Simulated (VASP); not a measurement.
# Ti (P6/mmm) in VASP: further runs, part 2 of 2

VASP 6.6.1. Earlier steps stand in the parts before.

## 5. Single point, r2SCAN

This run uses another cell than the first one, of 17.01 Å³/atom, 1.074 times its volume.

POSCAR

```
Ti
1.0
    4.5683719809      0.0000000000      0.0000000000
   -2.2841859904      3.9563261894      0.0000000000
    0.0000000000      0.0000000000      2.8233868036
Ti
3
Direct
    0.0000000000      0.0000000000      0.0000000000
    0.3333333333      0.6666666667      0.5000000000
    0.6666666667      0.3333333333      0.5000000000
```

INCAR.step1

```
SYSTEM = Ti
PREC = Accurate
ENCUT = 520
ISMEAR = 1
SIGMA = 0.1
LREAL = .False.
LASPH = .True.
NELM = 100
NBANDS = 25
GGA = PE
ALGO = Normal
EDIFF = 1E-4
LWAVE = .True.
LCHARG = .False.
```

INCAR.step2

```
SYSTEM = Ti
PREC = Accurate
ENCUT = 520
EDIFF = 1E-6
ISMEAR = 1
SIGMA = 0.1
LREAL = .False.
LASPH = .True.
NELM = 100
ALGO = Normal
ISIF = 2
LWAVE = .False.
LCHARG = .False.
METAGGA = R2SCAN
LMIXTAU = .True.
NBANDS = 25
ISTART = 1
```

KPOINTS

```
Automatic mesh
0
Gamma
  7 7 10
  0 0 0
```

Potentials or basis: VASP PAW PBE potentials, release 64 (Ti_sv).

Started as:

```bash
> cat potpaw_PBE.64/Ti_sv/POTCAR > POTCAR
> cp INCAR.step1 INCAR
> mpirun -np 1 vasp_std > vasp.out
> cp INCAR.step2 INCAR
> mpirun -np 1 vasp_std > vasp.out
```

OUTCAR:

```text
SYSTEM = Ti
   PREC = Accurate
   ENCUT = 520
   EDIFF = 1E-6
   ISMEAR = 1
   LREAL = .False.
   LASPH = .True.
   NELM = 100
   ISIF = 2
   METAGGA = R2SCAN
   ISTART = 1

 ion  position               nearest neighbor table
   1  0.000  0.000  0.000-
   2  0.333  0.667  0.500-   3 2.64   3 2.64   3 2.64
   3  0.667  0.333  0.500-   2 2.64   2 2.64   2 2.64

  LATTYP: Found a hexagonal cell.
 ALAT       =     4.5683719809
 C/A-ratio  =     0.6180290956

  Lattice vectors:

 A1 = (   4.5683719809,   0.0000000000,   0.0000000000)
 A2 = (  -2.2841859904,   3.9563261894,   0.0000000000)
 A3 = (   0.0000000000,   0.0000000000,   2.8233868036)

Analysis of symmetry for initial positions (statically):
=====================================================================
 Subroutine PRICEL returns:
 Original cell was already a primitive cell.

 Routine SETGRP: Setting up the symmetry group for a
 hexagonal supercell.

 Subroutine GETGRP returns: Found 24 space group operations
 (whereof 24 operations were pure point group operations)
 out of a pool of 24 trial point group operations.

The static configuration has the point symmetry D_6h.

Analysis of symmetry for dynamics (positions and initial velocities):
=====================================================================
 Subroutine PRICEL returns:
 Original cell was already a primitive cell.

 Routine SETGRP: Setting up the symmetry group for a
 hexagonal supercell.

 Subroutine GETGRP returns: Found 24 space group operations
 (whereof 24 operations were pure point group operations)
 out of a pool of 24 trial point group operations.

The dynamic configuration has the point symmetry D_6h.

[... 107 lines left out ...]
   ISYM   =      2    0-nonsym 1-usesym 2-fastsym
   POTIM  = 0.5000    time-step for ionic-motion
   TEBEG  =    0.0;   TEEND  =   0.0 temperature during run
   PSTRESS=    0.0 pullay stress
   NELECT =      36.0000    total number of electrons
   NUPDOWN=      -1.0000    fix difference up-down
   EMIN   =  10.00;   EMAX   =-10.00  energy-range for DOS
   EFERMI =   0.00;   METHOD = LEGACY
   ISMEAR =     1;   SIGMA  =   0.10  broadening in eV -4-tet -1-fermi 0-gaus
   EFERMI_NEDOS =   21; number of points for ismear=-14 and -15
   IALGO  =     38    algorithm
   IMIX   =      4    mixing-type and parameters
     AMIX     =   0.40;   BMIX     =  1.00
     AMIX_MAG =   1.60;   BMIX_MAG =  1.00
  volume/ion in A,a.u.               =      17.01       114.79
  Fermi-wavevector in a.u.,A,eV,Ry     =   1.457363  2.754016 28.897501  2.123906
  Thomas-Fermi vector in A             =   2.574173
   LORBIT       =      0    0 simple, 1 ext, 2 COOP (PROOUT), +10 PAW based schemes
   METAGGA = R2SCAN    functional components
   LHFCALC =     F    Hartree Fock is set to
   AEXX    =    0.0000 exact exchange contribution
   IVDW    =     0    specifies the selected vdW correction
   LEPSILON=     F    determine dielectric tensor
   LRPA    =     F    only Hartree local field effects (RPA)
 non-spin polarized calculation
 Methfessel and Paxton  Order N= 1 SIGMA  =   0.10
  energy-cutoff  :      520.00
  volume of cell :       51.03
 maximum number of plane-waves:      1408
 NGX is ok and might be reduce to    36
   NGX = 17   NGY = 17   NGZ = 11

 number of electron      35.9999989 magnetization

 Free energy of the ion-electron system (eV)
  ---------------------------------------------------
  ext. energy  EPLUGINS =         0.00000000
  ---------------------------------------------------
  free energy    TOTEN  =       -38.89974641 eV

  energy without entropy =      -38.90112234  energy(sigma->0) =      -38.90020506

 E-fermi :   8.5254     XC(G=0): -12.5064

 val. band max:        8.5122265083   @ k =   0.4286  -0.0000   0.1000
 cond. band min:       8.5270472512   @ k =   0.4286   0.1429   0.3000
 fundamental gap:      0.0148207429
 Fermi energy:         8.5254022689

 k-point     1 :       0.0000    0.0000    0.0000
  band No.  band energies     occupation
      1     -50.7486      2.00000
      2     -50.4873      2.00000
      3     -50.3186      2.00000
      4     -26.0185      2.00000
      5     -26.0185      2.00000
      6     -25.9340      2.00000
[... 661 lines left out ...]
     24      11.1955      0.00000
     25      11.2967      0.00000

 [... further k-points ...]
[... 5 lines left out ...]
  --------------------------------------------------------------------------------------
  -------------------------------------------------------------------------------------
  Total        0.1264466      0.1264466      0.1249615      0.0000000      0.0000000     -0.0000000
  in kB        3.9700309      3.9700309      3.9234019      0.0000000      0.0000000     -0.0000000
  external PRESSURE =       3.9544879 kB  Pullay stress =       0.0000000 kB

 VOLUME and BASIS-vectors are now :
 -----------------------------------------------------------------------------
  energy-cutoff  :      520.00
  volume of cell :       51.03
      direct lattice vectors                 reciprocal lattice vectors
     4.568371981  0.000000000  0.000000000     0.218896360  0.126379873  0.000000000
    -2.284185990  3.956326189  0.000000000     0.000000000  0.252759745  0.000000000
     0.000000000  0.000000000  2.823386804     0.000000000  0.000000000  0.354184555

 POSITION                                       TOTAL-FORCE (eV/Angst)
 -----------------------------------------------------------------------------------
      0.00000      0.00000      0.00000         0.000000      0.000000     -0.000000
     -0.00000      2.63755      1.41169         0.000000      0.000000      0.000000
      2.28419      1.31878      1.41169        -0.000000     -0.000000     -0.000000
 -----------------------------------------------------------------------------------
    total drift:                                0.000000      0.000000     -0.000000

  FREE ENERGIE OF THE ION-ELECTRON SYSTEM (eV)
  ---------------------------------------------------
  free  energy   TOTEN  =       -38.8997464118 eV

  energy  without entropy=      -38.9011223420  energy(sigma->0) =      -38.90020506
```

OUTCAR.step1:

```text
SYSTEM = Ti
   PREC = Accurate
   ENCUT = 520
   ISMEAR = 1
   LREAL = .False.
   LASPH = .True.
   NELM = 100
[... 897 lines left out ...]
      0.00000      0.00000      0.00000         0.000000      0.000000     -0.000000
     -0.00000      2.63755      1.41169        -0.000000     -0.000000      0.000000
      2.28419      1.31878      1.41169         0.000000      0.000000     -0.000000
 -----------------------------------------------------------------------------------
    total drift:                                0.000000      0.000000     -0.000000

  FREE ENERGIE OF THE ION-ELECTRON SYSTEM (eV)
  ---------------------------------------------------
  free  energy   TOTEN  =       -23.5236359800 eV

  energy  without entropy=      -23.5244084377  energy(sigma->0) =      -23.52389347
```

OSZICAR.step1:

```text
N       E                     dE             d eps       ncg     rms          rms(c)
DAV:   1     0.434490940839E+03    0.43449E+03   -0.18599E+04  2400   0.180E+03
DAV:   2     0.219315520098E+02   -0.41256E+03   -0.40584E+03  2452   0.519E+02
DAV:   3    -0.230632878436E+02   -0.44995E+02   -0.43965E+02  4411   0.148E+02
DAV:   4    -0.264808169231E+02   -0.34175E+01   -0.34013E+01  3322   0.369E+01
DAV:   5    -0.266645897991E+02   -0.18377E+00   -0.18373E+00  3811   0.700E+00    0.150E+01
DAV:   6    -0.235136830716E+02    0.31509E+01   -0.11427E+01  3056   0.322E+01    0.378E+00
DAV:   7    -0.234964043370E+02    0.17279E-01   -0.12597E+00  3613   0.774E+00    0.250E+00
DAV:   8    -0.235523963112E+02   -0.55992E-01   -0.54003E-01  3579   0.782E+00    0.263E+00
DAV:   9    -0.235372139398E+02    0.15182E-01   -0.58466E-01  3457   0.630E+00    0.868E-01
DAV:  10    -0.235230546652E+02    0.14159E-01   -0.79022E-02  3179   0.301E+00    0.972E-02
DAV:  11    -0.235235601250E+02   -0.50546E-03   -0.59477E-03  3392   0.636E-01    0.125E-01
DAV:  12    -0.235236685073E+02   -0.10838E-03   -0.54665E-04  3016   0.190E-01    0.346E-02
DAV:  13    -0.235236359800E+02    0.32527E-04   -0.62621E-05  1445   0.668E-02
   1 F= -.23523636E+02 E0= -.23523893E+02  d E =0.772458E-03
```

Run time: 1.7 min. Hardware: 1 thread of Intel Xeon 6975P-C (Granite Rapids), shared host; peak memory 0.2 GiB.

What came out:

| Item | Value |
| --- | --- |
| Free energy | -38.8997 eV |
| Pressure | 0.4 GPa |
| Band gap on the k mesh | zero (band 18 reaches 8.71 eV, above the bottom of band 19 at 8.47 eV) |

Caveat: the PAW data sets were made with another functional, which shifts forces and pressure a little.

## 6. Summary

```tsv
level	potentials or basis	cell	gap on the mesh (eV)	pressure (GPa)
LDA	VASP PAW LDA potentials, release 64 (Ti_sv)	a = 4.450, b = 4.450, c = 2.770 Å, angles 90.0, 90.0, 120.0°, 3 atoms	none	-0.1
PBEsol	VASP PAW PBE potentials, release 64 (Ti_sv)	a = 4.515, b = 4.515, c = 2.798 Å, angles 90.0, 90.0, 120.0°, 3 atoms	none	-0.2
r2SCAN+rVV10	VASP PAW PBE potentials, release 64 (Ti_sv)	a = 4.556, b = 4.556, c = 2.816 Å, angles 90.0, 90.0, 120.0°, 3 atoms	none	0.3
r2SCAN	VASP PAW PBE potentials, release 64 (Ti_sv)	a = 4.568, b = 4.568, c = 2.823 Å, angles 90.0, 90.0, 120.0°, 3 atoms	none	0.4
```

Alike in all rows: task single point; no spin polarisation; k mesh 7 × 7 × 10; cutoff (eV) 520; smearing methfessel-paxton 0.1 eV.

Caveats: the PAW data sets were made with another functional, which shifts forces and pressure a little (some runs).

Total energies depend on the potentials used, so only differences within one code and one set of settings carry meaning.
